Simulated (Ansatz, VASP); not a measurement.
**One calculation of GaH6, two programs**

```
CELL_PARAMETERS angstrom
3.98779 0.00000 0.00000
0.00000 3.98779 0.00000
0.00000 0.00000 3.98779
ATOMIC_POSITIONS crystal
Ga 0.00000 0.00000 0.00000
H 0.50000 0.50000 0.20700
H 0.50000 0.50000 0.79300
H 0.20700 0.50000 0.50000
H 0.79300 0.50000 0.50000
H 0.50000 0.20700 0.50000
H 0.50000 0.79300 0.50000
```

Change from the starting cell: species swapped into the ErB6 type (Pm-3m, No. 221).

Alike in both runs: task single point; functional PBE; k mesh 4 × 4 × 4; occupations gaussian, width 0.1 eV; no spin polarisation.

|  | VASP | Ansatz |
| --- | --- | --- |
| version | VASP 6.6.1 | Ansatz 0.2.0 |
| potentials or method | VASP PAW PBE potentials, release 64 (Ga_d, H), cutoff 520 eV | scalar-relativistic, plane waves, PAW |
| valence electrons in the cell | 19 | 19 |

|  | VASP | Ansatz | Ansatz less VASP |
| --- | --- | --- | --- |
| gap on the k mesh at the Fermi level (eV) | none | none | - |
| pressure (GPa) | -10.3 | -10.1 | +0.12 |
| rms of the force components (eV/Å) | 0.597 | 0.598 | +0.0014 |

Atom by atom the forces differ by 0.001 eV/Å (rms over components). A gap of «none» marks a metal or a gap that the smearing closes. The functional is the same, so the differences come from potentials, cutoffs and numerics.

The k mesh is coarse, so the values compare programs but aren't converged.
